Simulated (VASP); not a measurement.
# SnSe (Fm-3m) in VASP: settings compared

SnSe is run at these levels: r2SCAN, HSE06; tasks: single point.

Program: VASP 6.6.1. These are calculated values, not measurements. Logs are shortened: lines on timing, memory, paths and dates and some standing lists are left out, and cuts for length are marked.

## Step 1: The cell of the first run

Symmetry: Fm-3m, No. 225, cubic system. Conventional cell: a = 6.244 Å, b = 6.244 Å, c = 6.244 Å, α = 90.00°, β = 90.00°, γ = 90.00°. Within 4.1 Å of Sn (site symmetry m-3m) lie 6 Se at 3.12 Å. Se (site symmetry m-3m) has 6 Sn at 3.12 Å within 4.1 Å.

## Step 2: Single point, r2SCAN, non-collinear spin, zero start, spin-orbit coupling (strain +4.0%)

POSCAR reads:

```
SnSe
1.0
    0.0000000000      3.1221976799      3.1221976799
    3.1221976799      0.0000000000      3.1221976799
    3.1221976799      3.1221976799      0.0000000000
Sn Se
1 1
Direct
    0.0000000000      0.0000000000      0.0000000000
    0.5000000000      0.5000000000      0.5000000000
```

INCAR.step1 reads:

```
PREC = Accurate ; ENCUT = 520
ISMEAR = -1 ; SIGMA = 0.02
LREAL = False ; LASPH = True
NELM = 150 ; MAGMOM = 0 0 0 0 0 0
LSORBIT = True ; GGA_COMPAT = False
NBANDS = 32 ; GGA = PE
ALGO = Normal ; EDIFF = 1E-4
LWAVE = True ; LCHARG = False
```

INCAR.step2 reads:

```
PREC = Accurate ; ENCUT = 520
EDIFF = 1E-7 ; ISMEAR = -1
SIGMA = 0.02 ; LREAL = False
LASPH = True ; NELM = 150
ALGO = Normal ; ISIF = 2
LWAVE = False ; LCHARG = True
MAGMOM = 0 0 0 0 0 0 ; LORBIT = 11
LSORBIT = True ; GGA_COMPAT = False
LORBMOM = True ; METAGGA = R2SCAN
LMIXTAU = True ; LVHAR = True
NBANDS = 32 ; ISTART = 1
```

KPOINTS reads:

```
Automatic mesh
0
Gamma
  8 8 8
```

Potentials or basis: VASP PAW PBE potentials, release 64 (Sn_d, Se).

On the command line:

```console
$ cat potpaw_PBE.64/Sn_d/POTCAR potpaw_PBE.64/Se/POTCAR > POTCAR
$ cp INCAR.step1 INCAR
$ mpirun -np 1 vasp_ncl > vasp.out
$ cp INCAR.step2 INCAR
$ mpirun -np 1 vasp_ncl > vasp.out
```

OUTCAR:

```text
PREC = Accurate
   ENCUT = 520
   EDIFF = 1E-7
   ISMEAR = -1
   LREAL = False
   LASPH = True
   NELM = 150
   ISIF = 2
   LORBIT = 11
   LSORBIT = True
   METAGGA = R2SCAN
   ISTART = 1

 ion  position               nearest neighbor table
   1  0.000  0.000  0.000-   2 3.12   2 3.12   2 3.12   2 3.12   2 3.12   2 3.12
   2  0.500  0.500  0.500-   1 3.12   1 3.12   1 3.12   1 3.12   1 3.12   1 3.12

  LATTYP: Found a face centered cubic cell.
 ALAT       =     6.2443953598

  Lattice vectors:

 A1 = (   0.0000000000,   3.1221976799,   3.1221976799)
 A2 = (   3.1221976799,   0.0000000000,   3.1221976799)
 A3 = (   3.1221976799,   3.1221976799,   0.0000000000)

Analysis of symmetry for initial positions (statically):
=====================================================================
 Subroutine PRICEL returns:
 Original cell was already a primitive cell.

 Routine SETGRP: Setting up the symmetry group for a
 face centered cubic supercell.

 Subroutine GETGRP returns: Found 48 space group operations
 (whereof 48 operations were pure point group operations)
 out of a pool of 48 trial point group operations.

The static configuration has the point symmetry O_h .

Analysis of symmetry for dynamics (positions and initial velocities):
=====================================================================
 Subroutine PRICEL returns:
 Original cell was already a primitive cell.

 Routine SETGRP: Setting up the symmetry group for a
 face centered cubic supercell.

 Subroutine GETGRP returns: Found 48 space group operations
 (whereof 48 operations were pure point group operations)
 out of a pool of 48 trial point group operations.

The dynamic configuration has the point symmetry O_h .

Analysis of structural, dynamic, and magnetic symmetry:
=====================================================================
 Subroutine PRICEL returns:
 Original cell was already a primitive cell.

 Routine SETGRP: Setting up the symmetry group for a
 face centered cubic supercell.

 Subroutine GETGRP returns: Found 48 space group operations
 (whereof 48 operations were pure point group operations)
 out of a pool of 48 trial point group operations.

The overall configuration has the point symmetry O_h .

 Subroutine INISYM returns: Found 48 space group operations
 (whereof 48 operations are pure point group operations),
 and found     1 'primitive' translations
[... 1014 lines left out ...]
      0.00000      0.00000      0.00000         0.000000      0.000000      0.000000
      3.12220      3.12220      3.12220        -0.000000      0.000000     -0.000000
 -----------------------------------------------------------------------------------
    total drift:                                0.000000      0.000000      0.000000

  FREE ENERGIE OF THE ION-ELECTRON SYSTEM (eV)
  ---------------------------------------------------
  free  energy   TOTEN  =       -39.8355938845 eV

  energy  without entropy=      -39.8352951483  energy(sigma->0) =      -39.83544452

 orbital moment (x)

 # of ion     p       d       tot
 ----------------------------------------
  1         0.000   0.000   0.000
  2         0.000   0.000   0.000
 ----------------------------------------
            0.000   0.000   0.000

 orbital moment (y)

 # of ion     p       d       tot
 ----------------------------------------
  1         0.000   0.000   0.000
  2         0.000  -0.000  -0.000
 ----------------------------------------
            0.000   0.000   0.000

 orbital moment (z)

 # of ion     p       d       tot
 ----------------------------------------
  1         0.000   0.000   0.000
  2         0.000   0.000   0.000
 ----------------------------------------
            0.000   0.000   0.000

 Spin-Orbit-Coupling matrix elements

 Ion:    1  E_soc:     -0.0802023
 l=   1
     0.0000000    -0.0074312    -0.0074312
    -0.0074312     0.0000000    -0.0074312
    -0.0074312    -0.0074312     0.0000000
 l=   2
     0.0000000    -0.0011849     0.0000000    -0.0011849    -0.0047510
    -0.0011849     0.0000000    -0.0035633    -0.0011849    -0.0011878
     0.0000000    -0.0035633     0.0000000    -0.0035633     0.0000000
    -0.0011849    -0.0011849    -0.0035633     0.0000000    -0.0011878
    -0.0047510    -0.0011878     0.0000000    -0.0011878     0.0000000
 l=   3
     0.0000000     0.0000000     0.0000000     0.0000000     0.0000000     0.0000000     0.0000000
     0.0000000     0.0000000     0.0000000     0.0000000     0.0000000     0.0000000     0.0000000
     0.0000000     0.0000000     0.0000000     0.0000000     0.0000000     0.0000000     0.0000000
     0.0000000     0.0000000     0.0000000     0.0000000     0.0000000     0.0000000     0.0000000
     0.0000000     0.0000000     0.0000000     0.0000000     0.0000000     0.0000000     0.0000000
     0.0000000     0.0000000     0.0000000     0.0000000     0.0000000     0.0000000     0.0000000
     0.0000000     0.0000000     0.0000000     0.0000000     0.0000000     0.0000000     0.0000000

 Ion:    2  E_soc:     -0.0412273
 l=   1
     0.0000000    -0.0068770    -0.0068770
    -0.0068770     0.0000000    -0.0068770
    -0.0068770    -0.0068770     0.0000000
 l=   2
     0.0000000    -0.0000009     0.0000000    -0.0000009     0.0000067
    -0.0000009     0.0000000     0.0000050    -0.0000009     0.0000017
     0.0000000     0.0000050     0.0000000     0.0000050     0.0000000
    -0.0000009    -0.0000009     0.0000050     0.0000000     0.0000017
     0.0000067     0.0000017     0.0000000     0.0000017     0.0000000
 l=   3
     0.0000000     0.0000000     0.0000000     0.0000000     0.0000000     0.0000000     0.0000000
     0.0000000     0.0000000     0.0000000     0.0000000     0.0000000     0.0000000     0.0000000
     0.0000000     0.0000000     0.0000000     0.0000000     0.0000000     0.0000000     0.0000000
     0.0000000     0.0000000     0.0000000     0.0000000     0.0000000     0.0000000     0.0000000
     0.0000000     0.0000000     0.0000000     0.0000000     0.0000000     0.0000000     0.0000000
     0.0000000     0.0000000     0.0000000     0.0000000     0.0000000     0.0000000     0.0000000
     0.0000000     0.0000000     0.0000000     0.0000000     0.0000000     0.0000000     0.0000000

 total charge

# of ion       s       p       d       tot
------------------------------------------
    1        1.377   0.603   9.970  11.951
    2        1.469   2.318   0.017   3.805
--------------------------------------------------
tot          2.846   2.922   9.987  15.755

 magnetization (x)

# of ion       s       p       d       tot
------------------------------------------
    1        0.000   0.000  -0.000  -0.000
    2       -0.000  -0.000   0.000  -0.000
--------------------------------------------------
tot         -0.000  -0.000  -0.000  -0.000

 magnetization (y)

# of ion       s       p       d       tot
------------------------------------------
    1        0.000   0.000   0.000   0.000
    2       -0.000   0.000  -0.000  -0.000
--------------------------------------------------
tot         -0.000   0.000  -0.000  -0.000

 magnetization (z)

# of ion       s       p       d       tot
------------------------------------------
    1        0.000   0.000  -0.000  -0.000
    2        0.000   0.000   0.000   0.000
--------------------------------------------------
tot          0.000   0.000  -0.000   0.000
```

OUTCAR.step1:

```text
PREC = Accurate
   ENCUT = 520
   ISMEAR = -1
   LREAL = False
   LASPH = True
   NELM = 150
   LSORBIT = True
   GGA = PE
   EDIFF = 1E-4
[... 1122 lines left out ...]
     0.0000000     0.0000000     0.0000000     0.0000000     0.0000000     0.0000000     0.0000000
     0.0000000     0.0000000     0.0000000     0.0000000     0.0000000     0.0000000     0.0000000
     0.0000000     0.0000000     0.0000000     0.0000000     0.0000000     0.0000000     0.0000000
     0.0000000     0.0000000     0.0000000     0.0000000     0.0000000     0.0000000     0.0000000
     0.0000000     0.0000000     0.0000000     0.0000000     0.0000000     0.0000000     0.0000000

=======================================================================

 ========================================================
```

OSZICAR.step1:

```text
N       E                     dE             d eps       ncg     rms          rms(c)
DAV:   1     0.182149434003E+03    0.18215E+03   -0.90667E+03  1968   0.151E+03
DAV:   2     0.176228289724E+02   -0.16453E+03   -0.15750E+03  1872   0.452E+02
DAV:   3    -0.728752879837E+01   -0.24910E+02   -0.24409E+02  2208   0.141E+02
DAV:   4    -0.844263185738E+01   -0.11551E+01   -0.11532E+01  2208   0.332E+01
DAV:   5    -0.847574527116E+01   -0.33113E-01   -0.33112E-01  2672   0.572E+00    0.274E+00
DAV:   6    -0.821592666965E+01    0.25982E+00   -0.61131E-01  2408   0.470E+00    0.154E+00
DAV:   7    -0.821835227710E+01   -0.24256E-02   -0.10287E-01  2304   0.150E+00    0.890E-01
DAV:   8    -0.822036464485E+01   -0.20124E-02   -0.69951E-03  2096   0.773E-01    0.400E-01
DAV:   9    -0.822078197221E+01   -0.41733E-03   -0.75583E-04  1960   0.231E-01    0.123E-01
DAV:  10    -0.822076586140E+01    0.16111E-04   -0.48758E-04  2136   0.169E-01
   1 F= -.82207659E+01 E0= -.82207548E+01  d E =-.220376E-04  mag=    -0.0000     0.0000    -0.0000
```

Run time: 18 min. Hardware: 1 thread of Intel Xeon 8259CL, shared host; peak memory 0.51 GiB.

Results:

| Item | Value |
| --- | --- |
| Free energy | -39.8356 eV |
| Pressure | -4.7 GPa |
| Net moment | 0.00 μB per cell |
| Valence electrons inside the program's atomic spheres | Sn 11.95; Se 3.81 |

Moments on the atoms (μB; x, y, z):
```
Sn  0.00 0.00 0.00
Se  0.00 0.00 0.00
```

Caveat: the cell differs from its parent crystal (strain +4.0%); the cell stands under tension; the structure was generated, so it needn't be the stable form of SnSe; the PAW data sets were made with another functional, which shifts forces and pressure a little.

[end of part 1 of 2]
